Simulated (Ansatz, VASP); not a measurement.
# Ta in VASP and in Ansatz

File INCAR:

```
SYSTEM = Ta
PREC = Accurate
ENCUT = 520
EDIFF = 1E-6
ISMEAR = -1
SIGMA = 0.08
LREAL = .False.
LASPH = .True.
NELM = 60
ALGO = Normal
ISIF = 2
LWAVE = .False.
LCHARG = .True.
GGA = PE
LELF = .True.
LVHAR = .True.
NBANDS = 18
```

Contents of KPOINTS:

```
regular mesh
0
Gamma
  12 12 12
  0 0 0
```

POSCAR

```
Ta
1.0
    0.0000000000      2.3033427297      2.3033427297
    2.3033427297      0.0000000000      2.3033427297
    2.3033427297      2.3033427297      0.0000000000
Ta
2
Direct
   -0.1250000000     -0.1250000000     -0.1250000000
    0.1250000000      0.1250000000      0.1250000000
```

Input for Ansatz:

```yaml
crystal:
  lattice:
    - [0.0, 2.3033427297, 2.3033427297]
    - [2.3033427297, 0.0, 2.3033427297]
    - [2.3033427297, 2.3033427297, 0.0]
  atoms:
    - { symbol: Ta, position: [-0.125, -0.125, -0.125] }
    - { symbol: Ta, position: [0.125, 0.125, 0.125] }
kpoints:
  mp_grid: { grid: [12, 12, 12] }
  band_path:
    path:
      - [0.0, 0.0, 0.0]
      - [0.5, 0.0, 0.5]
      - [0.625, 0.25, 0.625]
      - [0.375, 0.375, 0.75]
      - [0.0, 0.0, 0.0]
      - [0.5, 0.5, 0.5]
      - [0.5, 0.25, 0.75]
      - [0.5, 0.0, 0.5]
    npoints: 8
scf:
  occupations: { method: fermi_dirac, width: 0.08 }
hamiltonian:
  xc: pbe
  pseudopotentials: { kind: all_electron, lapw: { basis_error: 0.001 } }
output:
  forces: true
  stress: true
  eigenvalues: true
  populations: true
  dos: { projected: true, de: 0.2, e_range: [-14, 8] }
```

Change from the starting cell: volume scaled by 0.43, LAPW.

Alike in both runs: task single point; functional PBE; k mesh 12 × 12 × 12; occupations fermi-dirac, width 0.08 eV; no spin polarisation.

|  | VASP | Ansatz |
| --- | --- | --- |
| version | VASP 6.6.1 | Ansatz 0.2.0 |
| potentials or method | VASP PAW PBE potentials, release 64 (Ta_pv), cutoff 520 eV | all-electron LAPW, scalar-relativistic |

|  | VASP | Ansatz | Ansatz less VASP |
| --- | --- | --- | --- |
| pressure (GPa) | 331.4 | 326.0 | -5.40 |

Both programs put the cell under a high pressure, so it lies far from rest at this level. Ansatz ran all-electron here, and VASP with PAW potentials.

Neither program's run includes spin-orbit coupling. Noted on VASP's run: the cell as given lies far from equilibrium.
